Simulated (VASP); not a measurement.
# Be2C (Fm-3m) in VASP: further runs

Be2C is run at these levels: LDA; tasks: single point.

Everything below comes from runs of VASP 6.6.1. Logs are shortened: lines on timing, memory, paths and dates and some standing lists are left out, and cuts for length are marked.

**1. The cell of the first run**

Symmetry: Fm-3m, No. 225, cubic system. Conventional cell: a = 4.330 Å, b = 4.330 Å, c = 4.330 Å, α = 90.00°, β = 90.00°, γ = 90.00°. Within 2.5 Å of C (site symmetry m-3m) lie 8 Be at 1.87 Å. Be (site symmetry -43m) has 4 C at 1.87 Å and 6 Be at 2.16 to 2.17 Å within 2.5 Å.

**2. Single point, LDA**

The input, INCAR:

```
ALGO = Normal
EDIFF = 1E-6
ENCUT = 600
GGA = CA
GGA_COMPAT = F
ISIF = 2
ISMEAR = -1
LASPH = T
LCHARG = T
LELF = T
LREAL = F
LVHAR = T
LWAVE = F
NBANDS = 11
NELM = 120
PREC = Accurate
SIGMA = 0.05
```

The input, KPOINTS:

```
k-points
0
Gamma
  11 11 11
```

The input, POSCAR:

```
Be2C
1.0
    0.0000000000      2.1650000000      2.1650000000
    2.1650000000      0.0000000000      2.1650000000
    2.1650000000      2.1650000000      0.0000000000
C Be
1 2
Direct
    0.0000000000      0.0000000000      0.0000000000
    0.7500000000      0.7500000000      0.7500000000
    0.2500000000      0.2500000000      0.2500000000
```

Potentials or basis: VASP PAW LDA potentials, release 64 (C, Be).

Launch:

```sh
$ cat potpaw_LDA.64/C/POTCAR potpaw_LDA.64/Be/POTCAR > POTCAR
$ mpirun -np 1 vasp_std > vasp.out
```

OUTCAR:

```text
EDIFF = 1E-6
   ENCUT = 600
   GGA = CA
   ISIF = 2
   ISMEAR = -1
   LASPH = T
   LREAL = F
   NELM = 120
   PREC = Accurate

 ion  position               nearest neighbor table
   1  0.000  0.000  0.000-   2 1.87   2 1.87   2 1.87   2 1.87   3 1.87   3 1.87   3 1.87   3 1.87

   2  0.750  0.750  0.750-   1 1.87   1 1.87   1 1.87   1 1.87   3 2.17   3 2.17   3 2.17   3 2.17
                             3 2.17   3 2.17
   3  0.250  0.250  0.250-   1 1.87   1 1.87   1 1.87   1 1.87   2 2.17   2 2.17   2 2.17   2 2.17
                             2 2.17   2 2.17

  LATTYP: Found a face centered cubic cell.
 ALAT       =     4.3300000000

  Lattice vectors:

 A1 = (   0.0000000000,   2.1650000000,   2.1650000000)
 A2 = (   2.1650000000,   0.0000000000,   2.1650000000)
 A3 = (   2.1650000000,   2.1650000000,   0.0000000000)

Analysis of symmetry for initial positions (statically):
=====================================================================
 Subroutine PRICEL returns:
 Original cell was already a primitive cell.

 Routine SETGRP: Setting up the symmetry group for a
 face centered cubic supercell.

 Subroutine GETGRP returns: Found 48 space group operations
[... 9 lines left out ...]

 Routine SETGRP: Setting up the symmetry group for a
 face centered cubic supercell.

 Subroutine GETGRP returns: Found 48 space group operations
[... 11 lines left out ...]
                                     Primitive cell

  volume of cell :      20.2957

  direct lattice vectors                    reciprocal lattice vectors
     0.000000000  2.165000000  2.165000000    -0.230946882  0.230946882  0.230946882
     2.165000000  0.000000000  2.165000000     0.230946882 -0.230946882  0.230946882
     2.165000000  2.165000000  0.000000000     0.230946882  0.230946882 -0.230946882

  length of vectors
     3.061772363  3.061772363  3.061772363     0.400011734  0.400011734  0.400011734

  position of ions in fractional coordinates (direct lattice)
     0.000000000  0.000000000  0.000000000
     0.750000000  0.750000000  0.750000000
     0.250000000  0.250000000  0.250000000

  ion indices of the primitive-cell ions
   primitive index   ion index
                 1           1
                 2           2
                 3           3

----------------------------------------------------------------------------------------

 KPOINTS: k-points

Automatic generation of k-mesh.
 Grid dimensions read from file:
 generate k-points for:   11   11   11

 Generating k-lattice:

  Cartesian coordinates                     Fractional coordinates (reciprocal lattice)
    -0.020995171  0.020995171  0.020995171     0.090909091  0.000000000  0.000000000
     0.020995171 -0.020995171  0.020995171     0.000000000  0.090909091  0.000000000
     0.020995171  0.020995171 -0.020995171     0.000000000  0.000000000  0.090909091

  Length of vectors
     0.036364703  0.036364703  0.036364703

  Shift w.r.t. Gamma in fractional coordinates (k-lattice)
     0.000000000  0.000000000  0.000000000

 Subroutine IBZKPT returns following result:
 ===========================================

 Found     56 irreducible k-points:

 Following reciprocal coordinates:
            Coordinates               Weight
  0.000000  0.000000  0.000000      1.000000
  0.090909  0.000000  0.000000      8.000000
  0.181818  0.000000  0.000000      8.000000
  0.272727  0.000000  0.000000      8.000000
  0.363636  0.000000  0.000000      8.000000
  0.454545  0.000000  0.000000      8.000000
[... 16 lines left out ...]
 -0.272727  0.181818  0.000000     24.000000
 -0.181818  0.181818  0.000000     12.000000
 [... further k-points ...]
   k-points           NKPTS =     56   k-points in BZ     NKDIM =     56   number of bands    NBANDS=     11
   number of dos      NEDOS =    301   number of ions     NIONS =      3
   total plane-waves  NPLWV =  13824
   dimension x,y,z NGX =    24 NGY =   24 NGZ =   24
   dimension x,y,z NGXF=    48 NGYF=   48 NGZF=   48
   ions per type =               1   2
   NGX,Y,Z   is equivalent  to a cutoff of  13.03, 13.03, 13.03 a.u.
   NGXF,Y,Z  is equivalent  to a cutoff of  26.06, 26.06, 26.06 a.u.
 SYSTEM =  unknown system
   PREC   = accura    normal or accurate (medium, high low for compatibility)
   ISTART =      0    job   : 0-new  1-cont  2-samecut
   ICHARG =      2    charge: 1-file 2-atom 10-const
   ISPIN  =      1    spin polarized calculation?
   LNONCOLLINEAR =      F non collinear calculations
   LSORBIT =      F    spin-orbit coupling
   LASPH  =      T    aspherical Exc in radial PAW
   ENCUT  =  600.0 eV  44.10 Ry    6.64 a.u.   6.12  6.12  6.12*2*pi/ulx,y,z
   NELM   =    120;   NELMIN=  2; NELMDL= -5     # of ELM steps
   EDIFF  = 0.1E-05   stopping-criterion for ELM
   LREAL  =      F    real-space projection
   EDIFFG = 0.1E-04   stopping-criterion for IOM
   NSW    =      0    number of steps for IOM
   IBRION =     -1    ionic relax: 0-MD 1-quasi-New 2-CG
   NFREE  =      0    steps in history (QN), initial steepest desc. (CG)
   ISIF   =      2    stress and relaxation
   ISYM   =      2    0-nonsym 1-usesym 2-fastsym
   POTIM  = 0.5000    time-step for ionic-motion
   TEBEG  =    0.0;   TEEND  =   0.0 temperature during run
   PSTRESS=    0.0 pullay stress
   NELECT =       8.0000    total number of electrons
   NUPDOWN=      -1.0000    fix difference up-down
   EMIN   =  10.00;   EMAX   =-10.00  energy-range for DOS
   EFERMI =   0.00;   METHOD = LEGACY
   ISMEAR =    -1;   SIGMA  =   0.05  broadening in eV -4-tet -1-fermi 0-gaus
   EFERMI_NEDOS =   21; number of points for ismear=-14 and -15
   IALGO  =     38    algorithm
   IMIX   =      4    mixing-type and parameters
     AMIX     =   0.40;   BMIX     =  1.00
     AMIX_MAG =   1.60;   BMIX_MAG =  1.00
  volume/ion in A,a.u.               =       6.77        45.65
  Fermi-wavevector in a.u.,A,eV,Ry     =   1.200338  2.268310 19.603432  1.440812
  Thomas-Fermi vector in A             =   2.336177
   LORBIT       =      0    0 simple, 1 ext, 2 COOP (PROOUT), +10 PAW based schemes
   GGA     = CA    functional components
   LHFCALC =     F    Hartree Fock is set to
   AEXX    =    0.0000 exact exchange contribution
   IVDW    =     0    specifies the selected vdW correction
   LEPSILON=     F    determine dielectric tensor
   LRPA    =     F    only Hartree local field effects (RPA)
 non-spin polarized calculation
  energy-cutoff  :      600.00
  volume of cell :       20.30
 maximum number of plane-waves:       690
   NGX = 13   NGY = 13   NGZ = 13

 number of electron       8.0000000 magnetization

 Free energy of the ion-electron system (eV)
  ---------------------------------------------------
  ext. energy  EPLUGINS =         0.00000000
  ---------------------------------------------------
  free energy    TOTEN  =       -19.41203739 eV

  energy without entropy =      -19.41203736  energy(sigma->0) =      -19.41203737

 E-fermi :   8.1436     XC(G=0): -11.5230

 val. band max:        7.5222270948   @ k =   0.0000   0.0000   0.0000
 cond. band min:       8.7936815811   @ k =   0.4545   0.4545   0.0000
 fundamental gap:      1.2714544863
 Fermi energy:         8.1435875707

 k-point     1 :       0.0000    0.0000    0.0000
  band No.  band energies     occupation
      1      -7.3398      2.00000
      2       7.5222      1.99999
      3       7.5222      1.99999
      4       7.5222      1.99999
      5      11.5459      0.00000
      6      11.5459      0.00000
      7      11.5459      0.00000
      8      14.3855      0.00000
      9      20.5389      0.00000
     10      20.5389      0.00000
     11      20.5389      0.00000

 k-point     2 :       0.0909    0.0000    0.0000
  band No.  band energies     occupation
      1      -7.2091      2.00000
      2       6.3952      2.00000
      3       7.2611      2.00000
      4       7.2611      2.00000
      5      11.9227      0.00000
      6      11.9227      0.00000
      7      12.2929      0.00000
      8      14.6637      0.00000
      9      19.6629      0.00000
     10      19.6629      0.00000
     11      20.8774      0.00000

 k-point     3 :       0.1818    0.0000    0.0000
  band No.  band energies     occupation
      1      -6.8206      2.00000
      2       4.3234      2.00000
      3       6.7320      2.00000
      4       6.7320      2.00000
      5      12.6236      0.00000
      6      12.6236      0.00000
      7      13.2373      0.00000
      8      15.4258      0.00000
      9      18.7170      0.00000
     10      18.7170      0.00000
     11      21.8242      0.00000

 k-point     4 :       0.2727    0.0000    0.0000
  band No.  band energies     occupation
      1      -6.1907      2.00000
      2       2.2124      2.00000
      3       6.2341      2.00000
      4       6.2341      2.00000
      5      12.9179      0.00000
      6      12.9179      0.00000
      7      13.8738      0.00000
      8      16.2551      0.00000
      9      18.8990      0.00000
     10      18.8990      0.00000
     11      23.0214      0.00000

 k-point     5 :       0.3636    0.0000    0.0000
  band No.  band energies     occupation
      1      -5.3771      2.00000
      2       0.3482      2.00000
      3       5.8821      2.00000
      4       5.8821      2.00000
      5      12.7141      0.00000
      6      12.7141      0.00000
      7      14.3376      0.00000
      8      16.8641      0.00000
      9      20.1793      0.00000
     10      20.1793      0.00000
     11      23.9470      0.00000
[... 211 lines left out ...]
 k-point    21 :      -0.4545    0.1818    0.0000
  band No.  band energies     occupation
      1      -4.1649      2.00000
      2      -0.6590      2.00000
      3       3.8359      2.00000
      4       4.6594      2.00000
      5      11.9738      0.00000
      6      14.6356      0.00000
      7      16.1824      0.00000
      8      17.7911      0.00000
      9      20.3012      0.00000
     10      21.1950      0.00000
     11      24.5003      0.00000

 k-point    22 :      -0.3636    0.1818    0.0000
  band No.  band energies     occupation
      1      -4.4687      2.00000
      2      -0.2070      2.00000
      3       3.5349      2.00000
      4       5.1453      2.00000
      5      12.3964      0.00000
      6      14.3947      0.00000
      7      15.9736      0.00000
      8      18.0801      0.00000
      9      19.0049      0.00000
     10      21.1826      0.00000
     11      24.3623      0.00000

 k-point    23 :      -0.2727    0.1818    0.0000
  band No.  band energies     occupation
      1      -5.2497      2.00000
      2       1.1581      2.00000
      3       3.5338      2.00000
      4       5.8065      2.00000
      5      12.9488      0.00000
      6      14.2222      0.00000
      7      15.5678      0.00000
      8      16.9139      0.00000
      9      17.0807      0.00000
     10      22.5779      0.00000
     11      24.1189      0.00000

 k-point    24 :      -0.1818    0.1818    0.0000
  band No.  band energies     occupation
      1      -5.9856      2.00000
      2       2.6556      2.00000
      3       4.0427      2.00000
      4       6.4975      2.00000
      5      13.3918      0.00000
      6      13.5414      0.00000
      7      15.1832      0.00000
      8      15.5133      0.00000
      9      16.4652      0.00000
     10      22.3181      0.00000
     11      23.4152      0.00000

 [... further k-points ...]
[... 5 lines left out ...]
  --------------------------------------------------------------------------------------
  -------------------------------------------------------------------------------------
  Total       -1.0412792     -1.0412792     -1.0412792      0.0000000     -0.0000000     -0.0000000
  in kB      -82.2004316    -82.2004316    -82.2004316      0.0000000     -0.0000000     -0.0000000
  external PRESSURE =     -82.2004316 kB  Pullay stress =       0.0000000 kB

 VOLUME and BASIS-vectors are now :
 -----------------------------------------------------------------------------
  energy-cutoff  :      600.00
  volume of cell :       20.30
      direct lattice vectors                 reciprocal lattice vectors
     0.000000000  2.165000000  2.165000000    -0.230946882  0.230946882  0.230946882
     2.165000000  0.000000000  2.165000000     0.230946882 -0.230946882  0.230946882
     2.165000000  2.165000000  0.000000000     0.230946882  0.230946882 -0.230946882

 POSITION                                       TOTAL-FORCE (eV/Angst)
 -----------------------------------------------------------------------------------
      0.00000      0.00000      0.00000        -0.000000     -0.000000      0.000000
      3.24750      3.24750      3.24750         0.000000      0.000000      0.000000
      1.08250      1.08250      1.08250        -0.000000     -0.000000     -0.000000
 -----------------------------------------------------------------------------------
    total drift:                               -0.000000     -0.000000      0.000000

  FREE ENERGIE OF THE ION-ELECTRON SYSTEM (eV)
  ---------------------------------------------------
  free  energy   TOTEN  =       -19.4120373890 eV

  energy  without entropy=      -19.4120373606  energy(sigma->0) =      -19.41203737
```

It took 7.8 s on 1 thread of Intel Xeon Platinum 8259CL at 2.50GHz (Skylake/Cascade Lake), shared host; peak memory 0.13 GiB.

What came out:

| Quantity | Value |
| --- | --- |
| Free energy | -19.4120 eV |
| Pressure | -8.2 GPa |
| Band gap on the k mesh | 1.27 eV, indirect (least direct gap 4.02 eV) |

A k mesh can miss the band edges.

**3. Single point, LDA**

This run uses another cell than the first one, of 6.36 Å³/atom, 0.940 times its volume.

The input, INCAR:

```
SYSTEM = Be2C
PREC = Accurate
ENCUT = 600
EDIFF = 1E-6
ISMEAR = -1
SIGMA = 0.05
LREAL = .FALSE.
LASPH = .TRUE.
NELM = 120
ALGO = Normal
ISIF = 2
LWAVE = .FALSE.
LCHARG = .TRUE.
LELF = .TRUE.
LVHAR = .TRUE.
NBANDS = 11
GGA_COMPAT = .FALSE.
```

The input, KPOINTS:

```
Automatic mesh
0
G
  11 11 11
  0 0 0
```

The input, POSCAR:

```
Be2C
1.0
    0.0000000000      2.1208039254      2.1208039254
    2.1208039254      0.0000000000      2.1208039254
    2.1208039254      2.1208039254      0.0000000000
C Be
1 2
Direct
    0.0000000000      0.0000000000      0.0000000000
    0.7500000000      0.7500000000      0.7500000000
    0.2500000000      0.2500000000      0.2500000000
```

Potentials or basis: VASP PAW LDA potentials, release 64 (C, Be).

Launch:

```sh
$ cat potpaw_LDA.64/C/POTCAR potpaw_LDA.64/Be/POTCAR > POTCAR
$ mpirun -np 1 vasp_std > vasp.out
```

Wall time 9.7 s (1 thread of Intel Xeon 8259CL, shared host); peak memory 0.13 GiB.

Results (log left out):

* Free energy: -19.4262 eV
* Pressure: 4.7 GPa
* Band gap on the k mesh: 1.30 eV, indirect (least direct gap 4.14 eV)

Levels at points of the mesh, in eV from the valence-band top:
```
           k point  band 2  band 3  band 4  band 5  band 6  band 7
(0.00, 0.00, 0.00)    0.00    0.00    0.00    4.14    4.14    4.14
```

A k mesh can miss the band edges. Expect the measured gap to be larger: semilocal functionals such as LDA lack the derivative discontinuity.

**4. Single point, LDA**

The input, INCAR:

```
ALGO = Normal
EDIFF = 1E-6
ENCUT = 600
GGA = CA
GGA_COMPAT = F
ISIF = 2
ISMEAR = -1
LASPH = T
LCHARG = T
LELF = T
LREAL = F
LVHAR = T
LWAVE = F
NBANDS = 11
NELM = 120
PREC = Accurate
SIGMA = 0.05
```

The input, KPOINTS:

```
k-points
0
Gamma
  11 11 11
```

The input, POSCAR:

```
Be2C
1.0
    0.0000000000      2.1650000000      2.1650000000
    2.1650000000      0.0000000000      2.1650000000
    2.1650000000      2.1650000000      0.0000000000
C Be
1 2
Direct
    0.0000000000      0.0000000000      0.0000000000
    0.7500000000      0.7500000000      0.7500000000
    0.2500000000      0.2500000000      0.2500000000
```

Launch:

```sh
$ cat potpaw_LDA.64/C/POTCAR potpaw_LDA.64/Be/POTCAR > POTCAR
$ mpirun -np 1 vasp_std > vasp.out
```

Run time: 12 s. Hardware: 1 thread of Intel Xeon 8259CL, shared host; peak memory 0.13 GiB.

Results (log left out):

```
Free energy            : -19.4120 eV
Pressure               : -8.2 GPa
Band gap on the k mesh : 1.27 eV, indirect (least direct gap 4.02 eV)
```

Levels at points of the mesh, in eV from the valence-band top:
```tsv
k point	band 1	band 2	band 3	band 4	band 5	band 6	band 7	band 8	band 9
(0.00, 0.00, 0.00)	-14.86	0.00	0.00	0.00	4.02	4.02	4.02	6.86	13.02
```
